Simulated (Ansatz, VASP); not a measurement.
## Be2SO3: VASP beside Ansatz

```
Be S O
1.0
     4.82710    0.00000    0.00000
    -2.41355    4.18039    0.00000
     0.00000    0.00000    2.43421
Be S O
2 1 3
Direct
  0.33333 0.66667 0.50000
  0.66667 0.33333 0.50000
  0.00000 0.00000 0.00000
  0.50000 0.00000 0.00000
  0.00000 0.50000 0.00000
  0.50000 0.50000 0.00000
```

Alike in both runs: task relaxation of cell and atoms; functional PBE; k mesh 12 × 12 × 16; occupations gaussian, width 0.1 eV; no spin polarisation.

```csv
,VASP,Ansatz
version,VASP 6.6.1,Ansatz 0.2.0
potentials or method,"VASP PAW PBE potentials, release 64 (Be, S, O), cutoff 600 eV","scalar-relativistic, plane waves, PAW"
valence electrons in the cell,28,28
```

|  | VASP | Ansatz | Ansatz less VASP |
| --- | --- | --- | --- |
| gap on the k mesh at the Fermi level, each at its own relaxed structure (eV) | none | none | - |
| relaxed volume (Å³/atom) | 8.17 | 8.17 | +0.006 |
| relaxed length of the cell vector where the two differ most in proportion (Å) | 4.832 | 4.834 | +0.0012 |

A gap of «none» marks a metal or a gap that the smearing closes.
